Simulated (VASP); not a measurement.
# HfN (I4/mmm) in VASP: notebook

The runs below take HfN through single point, with PBE.

Program: VASP 6.6.1. These are calculated values, not measurements. Logs are shortened: lines on timing, memory, paths and dates and some standing lists are left out, and cuts for length are marked.

### 1 The cell of the first run

The structure is tetragonal, space group I4/mmm (No. 139). Conventional cell: a = 3.099 Å, b = 3.099 Å, c = 4.518 Å, α = 90.00°, β = 90.00°, γ = 90.00°. Hf (site symmetry 4/mmm) has 6 N at 2.19 to 2.26 Å within 2.9 Å. N (site symmetry 4/mmm) has 6 Hf at 2.19 to 2.26 Å within 2.9 Å.

### 2 Single point, PBE (strain -0.030 along x and y, +0.000 along z)

Input file INCAR:

```
SYSTEM = HfN
ALGO = Normal
EDIFF = 1E-7
ENCUT = 520
GGA = PE
ISIF = 2
ISMEAR = 0
LASPH = .TRUE.
LCHARG = .FALSE.
LREAL = .FALSE.
LWAVE = .FALSE.
NBANDS = 14
NELM = 60
PREC = Accurate
SIGMA = 0.15
```

Input file KPOINTS:

```
k-points
0
G
  18 18 18
  0 0 0
```

Input file POSCAR:

```
HfN
1.0
    0.0000000000      2.1912300000      2.2590000000
    2.1912300000      0.0000000000      2.2590000000
    2.1912300000      2.1912300000      0.0000000000
Hf N
1 1
Direct
    0.0000000000      0.0000000000      0.0000000000
    0.5000000000      0.5000000000      0.5000000000
```

Potentials or basis: VASP PAW PBE potentials, release 64 (Hf_pv, N).

The run is started by

```bash
cat potpaw_PBE.64/Hf_pv/POTCAR potpaw_PBE.64/N/POTCAR > POTCAR
mpirun -np 1 vasp_std > vasp.out
```

OUTCAR:

```text
SYSTEM = HfN
   EDIFF = 1E-7
   ENCUT = 520
   GGA = PE
   ISIF = 2
   ISMEAR = 0
   LASPH = .TRUE.
   LREAL = .FALSE.
   NELM = 60
   PREC = Accurate

 ion  position               nearest neighbor table
   1  0.000  0.000  0.000-   2 2.19   2 2.19   2 2.19   2 2.19   2 2.26   2 2.26
   2  0.500  0.500  0.500-   1 2.19   1 2.19   1 2.19   1 2.19   1 2.26   1 2.26

  LATTYP: Found a body centered tetragonal cell.
 ALAT       =     3.0988671843
 C/A-ratio  =     1.4579521262

  Lattice vectors:

 A1 = (  -2.1912300000,   0.0000000000,   2.2590000000)
 A2 = (   2.1912300000,   0.0000000000,   2.2590000000)
 A3 = (   0.0000000000,   2.1912300000,  -2.2590000000)

Analysis of symmetry for initial positions (statically):
=====================================================================
 Subroutine PRICEL returns:
 Original cell was already a primitive cell.

 Routine SETGRP: Setting up the symmetry group for a
 body centered tetragonal supercell.

 Subroutine GETGRP returns: Found 16 space group operations
 (whereof 16 operations were pure point group operations)
 out of a pool of 16 trial point group operations.

The static configuration has the point symmetry D_4h.

Analysis of symmetry for dynamics (positions and initial velocities):
=====================================================================
 Subroutine PRICEL returns:
 Original cell was already a primitive cell.

 Routine SETGRP: Setting up the symmetry group for a
 body centered tetragonal supercell.

 Subroutine GETGRP returns: Found 16 space group operations
 (whereof 16 operations were pure point group operations)
 out of a pool of 16 trial point group operations.

The dynamic configuration has the point symmetry D_4h.

 Subroutine INISYM returns: Found 16 space group operations
 (whereof 16 operations are pure point group operations),
 and found     1 'primitive' translations

----------------------------------------------------------------------------------------

                                     Primitive cell

  volume of cell :      21.6931

  direct lattice vectors                    reciprocal lattice vectors
     0.000000000  2.191230000  2.259000000    -0.228182345  0.228182345  0.221336875
     2.191230000  0.000000000  2.259000000     0.228182345 -0.228182345  0.221336875
     2.191230000  2.191230000  0.000000000     0.228182345  0.228182345 -0.221336875

  length of vectors
     3.147152668  3.147152668  3.098867184     0.391311100  0.391311100  0.391311100

  position of ions in fractional coordinates (direct lattice)
     0.000000000  0.000000000  0.000000000
     0.500000000  0.500000000  0.500000000

  ion indices of the primitive-cell ions
   primitive index   ion index
                 1           1
                 2           2

----------------------------------------------------------------------------------------

 KPOINTS: k-points

Automatic generation of k-mesh.
 Grid dimensions read from file:
 generate k-points for:   18   18   18

 Generating k-lattice:

  Cartesian coordinates                     Fractional coordinates (reciprocal lattice)
    -0.012676797  0.012676797  0.012296493     0.055555556  0.000000000  0.000000000
     0.012676797 -0.012676797  0.012296493     0.000000000  0.055555556  0.000000000
     0.012676797  0.012676797 -0.012296493    -0.000000000 -0.000000000  0.055555556

  Length of vectors
     0.021739506  0.021739506  0.021739506

  Shift w.r.t. Gamma in fractional coordinates (k-lattice)
     0.000000000  0.000000000  0.000000000

 Subroutine IBZKPT returns following result:
 ===========================================

 Found    480 irreducible k-points:

 Following reciprocal coordinates:
            Coordinates               Weight
  0.000000  0.000000  0.000000      1.000000
  0.055556  0.000000  0.000000      8.000000
  0.111111  0.000000  0.000000      8.000000
  0.166667  0.000000  0.000000      8.000000
  0.222222  0.000000  0.000000      8.000000
  0.277778  0.000000  0.000000      8.000000
[... 16 lines left out ...]
 -0.277778  0.055556  0.000000      8.000000
 -0.222222  0.055556  0.000000      8.000000
 [... further k-points ...]
   k-points           NKPTS =    480   k-points in BZ     NKDIM =    480   number of bands    NBANDS=     14
   number of dos      NEDOS =    301   number of ions     NIONS =      2
   total plane-waves  NPLWV =  13824
   dimension x,y,z NGX =    24 NGY =   24 NGZ =   24
   dimension x,y,z NGXF=    48 NGYF=   48 NGZF=   48
   ions per type =               1   1
   NGX,Y,Z   is equivalent  to a cutoff of  12.68, 12.68, 12.88 a.u.
   NGXF,Y,Z  is equivalent  to a cutoff of  25.36, 25.36, 25.75 a.u.
 SYSTEM =  HfN
   PREC   = accura    normal or accurate (medium, high low for compatibility)
   ISTART =      0    job   : 0-new  1-cont  2-samecut
   ICHARG =      2    charge: 1-file 2-atom 10-const
   ISPIN  =      1    spin polarized calculation?
   LNONCOLLINEAR =      F non collinear calculations
   LSORBIT =      F    spin-orbit coupling
   LASPH  =      T    aspherical Exc in radial PAW
   ENCUT  =  520.0 eV  38.22 Ry    6.18 a.u.   5.85  5.85  5.76*2*pi/ulx,y,z
   NELM   =     60;   NELMIN=  2; NELMDL= -5     # of ELM steps
   EDIFF  = 0.1E-06   stopping-criterion for ELM
   LREAL  =      F    real-space projection
   EDIFFG = 0.1E-05   stopping-criterion for IOM
   NSW    =      0    number of steps for IOM
   IBRION =     -1    ionic relax: 0-MD 1-quasi-New 2-CG
   NFREE  =      0    steps in history (QN), initial steepest desc. (CG)
   ISIF   =      2    stress and relaxation
   ISYM   =      2    0-nonsym 1-usesym 2-fastsym
   POTIM  = 0.5000    time-step for ionic-motion
   TEBEG  =    0.0;   TEEND  =   0.0 temperature during run
   PSTRESS=    0.0 pullay stress
   NELECT =      15.0000    total number of electrons
   NUPDOWN=      -1.0000    fix difference up-down
   EMIN   =  10.00;   EMAX   =-10.00  energy-range for DOS
   EFERMI =   0.00;   METHOD = LEGACY
   ISMEAR =     0;   SIGMA  =   0.15  broadening in eV -4-tet -1-fermi 0-gaus
   EFERMI_NEDOS =   21; number of points for ismear=-14 and -15
   IALGO  =     38    algorithm
   IMIX   =      4    mixing-type and parameters
     AMIX     =   0.40;   BMIX     =  1.00
     AMIX_MAG =   1.60;   BMIX_MAG =  1.00
  volume/ion in A,a.u.               =      10.85        73.20
  Fermi-wavevector in a.u.,A,eV,Ry     =   1.447653  2.735668 28.513726  2.095700
  Thomas-Fermi vector in A             =   2.565584
   LORBIT       =      0    0 simple, 1 ext, 2 COOP (PROOUT), +10 PAW based schemes
   GGA     = PE    functional components
   LHFCALC =     F    Hartree Fock is set to
   AEXX    =    0.0000 exact exchange contribution
   IVDW    =     0    specifies the selected vdW correction
   LEPSILON=     F    determine dielectric tensor
   LRPA    =     F    only Hartree local field effects (RPA)
 non-spin polarized calculation
 Gauss-broadening in eV      SIGMA  =   0.15
  energy-cutoff  :      520.00
  volume of cell :       21.69
 maximum number of plane-waves:       604
   NGX = 11   NGY = 11   NGZ = 11

 number of electron      15.0000001 magnetization

 Free energy of the ion-electron system (eV)
  ---------------------------------------------------
  ext. energy  EPLUGINS =         0.00000000
  ---------------------------------------------------
  free energy    TOTEN  =       -21.62493492 eV

  energy without entropy =      -21.61858242  energy(sigma->0) =      -21.62175867

 E-fermi :   8.9454     XC(G=0): -13.0541

 val. band max:        8.9362363346   @ k =  -0.4444   0.2778   0.0556
 cond. band min:       8.9535393513   @ k =  -0.3333   0.4444   0.1667
 fundamental gap:      0.0173030167
 Fermi energy:         8.9454476852

 k-point     1 :       0.0000    0.0000    0.0000
  band No.  band energies     occupation
      1     -21.9876      2.00000
      2     -21.9567      2.00000
      3     -21.9567      2.00000
      4      -8.9378      2.00000
      5       5.7234      2.00000
      6       5.8990      2.00000
      7       5.8990      2.00000
      8       8.3157      2.00000
      9       8.6845      1.98613
     10       8.6845      1.98613
     11      10.4259      0.00000
     12      11.3026      0.00000
     13      11.7501      0.00000
     14      18.6624      0.00000

 k-point     2 :       0.0556    0.0000    0.0000
  band No.  band energies     occupation
      1     -22.0133      2.00000
      2     -21.9761      2.00000
      3     -21.9591      2.00000
      4      -8.8553      2.00000
      5       5.4490      2.00000
      6       5.6276      2.00000
      7       5.6930      2.00000
      8       8.4501      2.00000
      9       8.7795      1.88232
     10       8.7919      1.85231
     11      10.6829      0.00000
     12      11.5742      0.00000
     13      11.9808      0.00000
     14      18.9262      0.00000

 k-point     3 :       0.1111    0.0000    0.0000
  band No.  band energies     occupation
      1     -22.1246      2.00000
      2     -21.9924      2.00000
      3     -21.9658      2.00000
      4      -8.6169      2.00000
      5       4.6971      2.00000
      6       5.0923      2.00000
      7       5.1938      2.00000
      8       8.7539      1.92907
      9       8.9963      0.63149
     10       9.0821      0.19746
     11      11.3619      0.00000
     12      12.2955      0.00000
     13      12.5978      0.00000
     14      19.6726      0.00000
[... 324 lines left out ...]
 k-point    23 :      -0.2778    0.0556    0.0000
  band No.  band energies     occupation
      1     -22.7788      2.00000
      2     -22.1022      2.00000
      3     -21.9914      2.00000
      4      -7.0362      2.00000
      5       1.4810      2.00000
      6       3.1272      2.00000
      7       3.3746      2.00000
      8       9.8921      0.00000
      9      10.7075      0.00000
     10      11.6541      0.00000
     11      13.6516      0.00000
     12      15.8238      0.00000
     13      16.6423      0.00000
     14      21.4345      0.00000

 k-point    24 :      -0.2222    0.0556    0.0000
  band No.  band energies     occupation
      1     -22.5824      2.00000
      2     -22.0795      2.00000
      3     -21.9770      2.00000
      4      -7.5421      2.00000
      5       2.3426      2.00000
      6       3.5782      2.00000
      7       3.8704      2.00000
      8       9.4549      0.00000
      9      10.0436      0.00000
     10      10.8581      0.00000
     11      12.6949      0.00000
     12      15.1045      0.00000
     13      15.4937      0.00000
     14      21.4425      0.00000

 [... further k-points ...]
[... 5 lines left out ...]
  --------------------------------------------------------------------------------------
  -------------------------------------------------------------------------------------
  Total        4.0359587      4.0359587      1.4316288      0.0000000     -0.0000000     -0.0000000
  in kB      298.0815770    298.0815770    105.7350232      0.0000000     -0.0000000     -0.0000000
  external PRESSURE =     233.9660591 kB  Pullay stress =       0.0000000 kB

 VOLUME and BASIS-vectors are now :
 -----------------------------------------------------------------------------
  energy-cutoff  :      520.00
  volume of cell :       21.69
      direct lattice vectors                 reciprocal lattice vectors
     0.000000000  2.191230000  2.259000000    -0.228182345  0.228182345  0.221336875
     2.191230000  0.000000000  2.259000000     0.228182345 -0.228182345  0.221336875
     2.191230000  2.191230000  0.000000000     0.228182345  0.228182345 -0.221336875

 POSITION                                       TOTAL-FORCE (eV/Angst)
 -----------------------------------------------------------------------------------
      0.00000      0.00000      0.00000        -0.000000      0.000000     -0.000000
      2.19123      2.19123      2.25900         0.000000     -0.000000      0.000000
 -----------------------------------------------------------------------------------
    total drift:                                0.000000     -0.000000     -0.000000

  FREE ENERGIE OF THE ION-ELECTRON SYSTEM (eV)
  ---------------------------------------------------
  free  energy   TOTEN  =       -21.6249349155 eV

  energy  without entropy=      -21.6185824235  energy(sigma->0) =      -21.62175867
```

It took 3 min on 1 thread of Intel Xeon 8259CL, shared host; peak memory 0.27 GiB.

What came out:

```yaml
Free_energy: -21.6249 eV
Pressure: 23.4 GPa
Band_gap_on_the_k_mesh: zero (an odd number of electrons rules out a gap without spin polarisation)
```

Stress tensor (GPa, compression positive):
```
29.81  0.00  0.00
 0.00 29.81  0.00
 0.00  0.00 10.57
```

Caveat: the cell differs from its parent crystal (strain -0.030 along x and y, +0.000 along z); the stress differs along the axes, from 11 to 30 GPa; spin-orbit coupling is left out, which moves the levels of the heavy elements.

(Part 1 of 2 ends here.)
